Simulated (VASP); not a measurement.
Input of a VASP 6.6.1 run:

INCAR

```
PREC     = Accurate       # precision mode
ENCUT    = 520            # plane-wave cutoff, eV
EDIFF    = 1E-7           # SCF threshold, eV
ISMEAR   = 0              # smearing method
SIGMA    = 0.01           # smearing width, eV
LREAL    = F              # projectors in reciprocal space
LASPH    = T              # aspherical terms in the spheres
NELM     = 80             # most SCF steps
ALGO     = Normal         # electronic algorithm
ISIF     = 2              # what is computed and relaxed
LWAVE    = F              # write WAVECAR
LCHARG   = T              # write CHGCAR
LELF     = T              # ELF
LVHAR    = T            
NBANDS   = 16             # bands
```

KPOINTS

```
Automatic mesh
0
Gamma
  6 6 4
```

File POSCAR:

```
MgO
1.0
    3.4840796111      0.0000000000      0.0000000000
   -1.7420398056      3.0173014520      0.0000000000
    0.0000000000      0.0000000000      4.1853171324
Mg O
2 2
Direct
    0.6666666667      0.3333333333      0.7500000000
    0.3333333333      0.6666666667      0.2500000000
    0.6666666667      0.3333333333      0.2500000000
    0.3333333333      0.6666666667      0.7500000000
```

Potentials or basis: VASP PAW LDA potentials, release 64 (Mg, O).

The run is started by

```console
$ cat potpaw_LDA.64/Mg/POTCAR potpaw_LDA.64/O/POTCAR > POTCAR
$ mpirun -np 1 vasp_std > vasp.out
```

Problem. What does it give for the pressure?

Solution. -5.8 GPa.

Problem. Estimate the band gap on the k mesh.

Solution. 3.33 eV, direct.

Stress tensor (GPa, compression positive):
```
-5.66  0.00  0.00
 0.00 -5.66  0.00
 0.00  0.00 -6.11
```

LDA gaps usually lie below the measured ones, often by a third to a half.
